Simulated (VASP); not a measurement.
Set up this calculation in VASP 6.6.1, as the native input.

```yaml
Task: single point
Functional: LDA
Potentials_or_basis: VASP PAW LDA potentials, release 64 (Zn, Se)
Cutoff: 500 eV
k_mesh: 6 × 6 × 6
Occupations: gaussian, width 0.02 eV
Spin: no spin polarisation
Dipole_correction: no
Further_INCAR_settings: ALGO = Normal; EDIFF = 1e-06; NBANDS = 16
```

The structure of ZnSe lies in POSCAR:

```
ZnSe
1.0
    0.0000000000      2.7816000000      2.7816000000
    2.7816000000      0.0000000000      2.7816000000
    2.7816000000      2.7816000000      0.0000000000
Zn Se
1 1
Direct
    0.0000000000      0.0000000000      0.0000000000
    0.2500000000      0.2500000000      0.2500000000
```

This cell differs from its parent crystal: volume scaled by 1.000 of the coarse rest volume.

One way to write it, as run:

INCAR

```
PREC = Accurate ; ENCUT = 500
EDIFF = 1E-6 ; ISMEAR = 0
SIGMA = 0.02 ; LREAL = False
LASPH = True ; NELM = 120
ALGO = Normal ; ISIF = 2
LWAVE = False ; LCHARG = False
GGA = CA ; NBANDS = 16
GGA_COMPAT = False
```

KPOINTS

```
Automatic mesh
0
Gamma
  6 6 6
```

Potentials or basis: VASP PAW LDA potentials, release 64 (Zn, Se).

Command:

```console
$ cat potpaw_LDA.64/Zn/POTCAR potpaw_LDA.64/Se/POTCAR > POTCAR
$ mpirun -np 1 vasp_std > vasp.out
```

It gave:

```json
{"Pressure": "0.6 GPa", "Band gap on the k mesh": "1.30 eV, direct"}
```

It took 13 s on 1 thread of AMD EPYC 7R43 64-Core Processor (Zen 3) (shared host), peak memory 0.12 GiB.
